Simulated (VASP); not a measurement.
Input of a VASP 6.6.1 run:

The input INCAR:

```
PREC = Accurate
ENCUT = 520
EDIFF = 1E-7
ISMEAR = -1
SIGMA = 0.05
LREAL = F
LASPH = T
NELM = 60
ALGO = Normal
ISIF = 2
LWAVE = F
LCHARG = T
GGA = PS
LELF = T
LVHAR = T
NBANDS = 15
```

KPOINTS

```
regular mesh
0
Gamma
  9 9 9
```

POSCAR

```
SrO
1.0
    0.0000000000      2.4352282856      2.4352282856
    2.4352282856      0.0000000000      2.4352282856
    2.4352282856      2.4352282856      0.0000000000
Sr O
1 1
Direct
    0.5000000000      0.5000000000      0.5000000000
    0.0000000000      0.0000000000      0.0000000000
```

Potentials or basis: VASP PAW PBE potentials, release 64 (Sr_sv, O).

The run is started by

```bash
$ cat potpaw_PBE.64/Sr_sv/POTCAR potpaw_PBE.64/O/POTCAR > POTCAR
$ mpirun -np 1 vasp_std > vasp.out
```

Problem. Estimate the pressure.

Solution. 21.3 GPa.

Problem. Estimate the band gap on the k mesh.

Solution. 2.98 eV, direct.

Caveat: the PAW data sets were made with another functional, which shifts forces and pressure a little. A k mesh can miss the band edges.
